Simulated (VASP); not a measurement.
# Y3Zr2F (P6/mmm) in VASP: further runs, part 2 of 2

VASP 6.6.1.

**3. Single point, PBE**

This run uses another cell than the first one, of 41.53 Å³/atom.

The input, INCAR:

```
SYSTEM = Y3Zr2F
  PREC = Accurate
  ENCUT = 520
  EDIFF = 1E-6
  ISMEAR = 0
  SIGMA = 0.1
  LREAL = .FALSE.
  LASPH = .TRUE.
  NELM = 80
  ALGO = Normal
  ISIF = 2
  LWAVE = .FALSE.
  LCHARG = .FALSE.
  GGA = PE
  NBANDS = 41
```

The input, KPOINTS:

```
regular mesh
0
G
  6 6 4
  0 0 0
```

The input, POSCAR:

```
Y3Zr2F
1.0
    6.5108536853     -0.0000000034      0.0000000000
   -3.2554268397      5.6385646935      0.0000000000
    0.0000000000      0.0000000000      6.7870166728
Y Zr F
3 2 1
Direct
    0.5000000000      0.0000000000      0.0000000000
    0.0000000000      0.5000000000      0.0000000000
    0.5000000000      0.5000000000      0.0000000000
    0.0000000000      0.0000000000      0.1914766880
    0.0000000000      0.0000000000      0.8085233120
    0.0000000000      0.0000000000      0.5000000000
```

Potentials or basis: VASP PAW PBE potentials, release 64 (Y_sv, Zr_sv, F).

Command:

```
$ cat potpaw_PBE.64/Y_sv/POTCAR potpaw_PBE.64/Zr_sv/POTCAR potpaw_PBE.64/F/POTCAR > POTCAR
$ mpirun -np 1 vasp_std > vasp.out
```

Run time: 7 min. Hardware: 1 thread of Oxide Virtual Turin-like, shared host; peak memory 0.42 GiB.

The run converged. Its results:

```yaml
Free_energy: -37.4227 eV
Pressure: 0.0 GPa
Largest_force: 0.014 eV/Å
Band_gap_on_the_k_mesh: zero (bands 32 and 33 overlap by 0.21 eV)
```

Forces in eV/Å, atoms in the order of the input:
```
Y    0.000  0.000  0.000
Y    0.000  0.000  0.000
Y    0.000  0.000  0.000
Zr   0.000  0.000  0.014
Zr   0.000  0.000 -0.014
F    0.000  0.000  0.000
```

Stress tensor (GPa, compression positive):
```
-0.08  0.00  0.00
 0.00 -0.08  0.00
 0.00  0.00  0.10
```

Levels at points of the mesh, in eV from the Fermi level:
| k point | band 29 | band 30 | band 31 | band 32 | band 33 | band 34 | band 35 | band 36 |
| --- | --- | --- | --- | --- | --- | --- | --- | --- |
| (0.00, 0.00, 0.00) | -0.34 | -0.34 | -0.30 | -0.22 | -0.18 | 0.58 | 0.58 | 0.89 |
| (0.50, 0.00, 0.00) | -0.72 | -0.30 | -0.17 | -0.13 | 0.35 | 0.42 | 0.56 | 0.63 |
| (0.00, 0.00, 0.50) | -1.00 | -0.60 | -0.60 | -0.37 | 0.51 | 0.51 | 0.52 | 1.14 |
| (0.50, 0.00, 0.50) | -0.90 | -0.39 | -0.14 | -0.08 | 0.12 | 0.48 | 0.76 | 0.81 |

**4. Single point, PBE**

This run uses another cell than the first one, of 41.54 Å³/atom.

The input, INCAR:

```
  ALGO = Normal
  EDIFF = 1E-7
  ENCUT = 520
  GGA = PE
  ISIF = 2
  ISMEAR = 0
  LASPH = T
  LCHARG = T
  LELF = T
  LREAL = F
  LVHAR = T
  LWAVE = F
  NBANDS = 41
  NELM = 100
  PREC = Accurate
  SIGMA = 0.1
```

The input, KPOINTS:

```
k-points
0
Gamma
  6 6 6
```

The input, POSCAR:

```
Y3Zr2F
1.0
    6.5114269604      0.0000000000      0.0000000000
   -3.2557134802      5.6390611626      0.0000000000
    0.0000000000      0.0000000000      6.7874331247
Y Zr F
3 2 1
Direct
    0.5000000000      0.0000000000      0.0000000000
    0.0000000000      0.5000000000      0.0000000000
    0.5000000000      0.5000000000      0.0000000000
    0.0000000000      0.0000000000      0.1915613857
    0.0000000000      0.0000000000      0.8084386143
    0.0000000000      0.0000000000      0.5000000000
```

Potentials or basis: VASP PAW PBE potentials, release 64 (Y_sv, Zr_sv, F).

Command:

```
$ cat potpaw_PBE.64/Y_sv/POTCAR potpaw_PBE.64/Zr_sv/POTCAR potpaw_PBE.64/F/POTCAR > POTCAR
$ mpirun -np 1 vasp_std > vasp.out
```

OUTCAR:

```text
EDIFF = 1E-7
   ENCUT = 520
   GGA = PE
   ISIF = 2
   ISMEAR = 0
   LASPH = T
   LREAL = F
   NELM = 100
   PREC = Accurate

 ion  position               nearest neighbor table
   1  0.500  0.000  0.000-   2 3.26   3 3.26   3 3.26   2 3.26   4 3.51   4 3.51   5 3.51   5 3.51

   2  0.000  0.500  0.000-   3 3.26   3 3.26   1 3.26   1 3.26   4 3.51   5 3.51   4 3.51   5 3.51

   3  0.500  0.500  0.000-   2 3.26   2 3.26   1 3.26   1 3.26   4 3.51   5 3.51   4 3.51   5 3.51
[... 1269 lines left out ...]
  -------------------------------------------------------------------------------------
  Total       -0.1365520     -0.1365520      0.1143698      0.0000000     -0.0000000      0.0000000
  in kB       -0.8778499     -0.8778499      0.7352475      0.0000000     -0.0000000      0.0000000
  external PRESSURE =      -0.3401507 kB  Pullay stress =       0.0000000 kB

 VOLUME and BASIS-vectors are now :
 -----------------------------------------------------------------------------
  energy-cutoff  :      520.00
  volume of cell :      249.22
      direct lattice vectors                 reciprocal lattice vectors
     6.511426960  0.000000000  0.000000000     0.153576168  0.088667242  0.000000000
    -3.255713480  5.639061163  0.000000000     0.000000000  0.177334484  0.000000000
     0.000000000  0.000000000  6.787433125     0.000000000  0.000000000  0.147331102

 POSITION                                       TOTAL-FORCE (eV/Angst)
 -----------------------------------------------------------------------------------
      3.25571      0.00000      0.00000         0.000000      0.000000      0.000000
     -1.62786      2.81953      0.00000         0.000000      0.000000      0.000000
      1.62786      2.81953      0.00000         0.000000      0.000000      0.000000
      0.00000      0.00000      1.30021         0.000000     -0.000000     -0.009852
      0.00000      0.00000      5.48722        -0.000000      0.000000      0.009852
      0.00000      0.00000      3.39372         0.000000      0.000000      0.000000
 -----------------------------------------------------------------------------------
    total drift:                               -0.000000      0.000000      0.000000

  FREE ENERGIE OF THE ION-ELECTRON SYSTEM (eV)
  ---------------------------------------------------
  free  energy   TOTEN  =       -37.4218361569 eV

  energy  without entropy=      -37.3968359074  energy(sigma->0) =      -37.40933603
```

OSZICAR:

```text
N       E                     dE             d eps       ncg     rms          rms(c)
DAV:   1     0.543626602015E+03    0.54363E+03   -0.31154E+04  2304   0.142E+03
DAV:   2     0.166625107286E+02   -0.52696E+03   -0.51099E+03  2707   0.392E+02
DAV:   3    -0.350538326644E+02   -0.51716E+02   -0.49866E+02  3678   0.880E+01
[... 11 lines left out ...]
DAV:  15    -0.374218342142E+02   -0.96300E-05   -0.24046E-05  2848   0.154E-02    0.439E-03
DAV:  16    -0.374218355857E+02   -0.13715E-05   -0.19381E-06  2800   0.376E-03    0.198E-03
DAV:  17    -0.374218360290E+02   -0.44321E-06   -0.61507E-07  1983   0.201E-03    0.881E-04
DAV:  18    -0.374218361333E+02   -0.10432E-06   -0.66677E-08  2016   0.943E-04    0.293E-04
DAV:  19    -0.374218361569E+02   -0.23608E-07   -0.46413E-08  1695   0.594E-04
   1 F= -.37421836E+02 E0= -.37409336E+02  d E =-.250002E-01
```

stdout:

```text
POSCAR found type information on POSCAR Y ZrF
 POSCAR found :  3 types and       6 ions
 scaLAPACK will be used
 LDA part: xc-table for (Slater+PW92), standard interpolation
 POSCAR, INCAR and KPOINTS ok, starting setup
 FFT: planning ... GRIDC
 FFT: planning ... GRID_SOFT
 FFT: planning ... GRID
 WAVECAR not read
 entering main loop
```

Run time: 8.8 min. Hardware: 1 thread of Oxide Virtual Turin-like, shared host; peak memory 0.46 GiB.

What came out:

```
Free energy            : -37.4218 eV
Pressure               : 0.0 GPa
Largest force          : 0.010 eV/Å
Band gap on the k mesh : zero (bands 32 and 33 overlap by 0.21 eV)
```

Forces in eV/Å, atoms in the order of the input:
```
Y    0.000  0.000  0.000
Y    0.000  0.000  0.000
Y    0.000  0.000  0.000
Zr   0.000  0.000 -0.010
Zr   0.000  0.000  0.010
F    0.000  0.000  0.000
```

**5. Overview**

| cell | k mesh | gap on the mesh (eV) | pressure (GPa) | largest force (eV/Å) |
| --- | --- | --- | --- | --- |
| a = 5.455, b = 5.455, c = 5.310 Å, angles 90.0, 90.0, 120.0°, 6 atoms, atomic positions A | 6 × 6 × 4 | none | 66.1 | 29.23 |
| a = 6.511, b = 6.511, c = 6.787 Å, angles 90.0, 90.0, 120.0°, 6 atoms, atomic positions B | 6 × 6 × 4 | none | 0.0 | 0.01 |
| a = 6.511, b = 6.511, c = 6.787 Å, angles 90.0, 90.0, 120.0°, 6 atoms, atomic positions B | 6 × 6 × 6 | none | 0.0 | 0.01 |

Alike in all rows: task single point; level PBE; potentials or basis VASP PAW PBE potentials, release 64 (Y_sv, Zr_sv, F); no spin polarisation; cutoff (eV) 520; smearing gaussian 0.1 eV.

Caveats: the cell stands under pressure (at least some runs); forces of over 1 eV/Å act on the atoms, so gaps and moduli don't describe the material at rest (at least some runs).

Absolute energies hang on the potentials; compare differences alone.
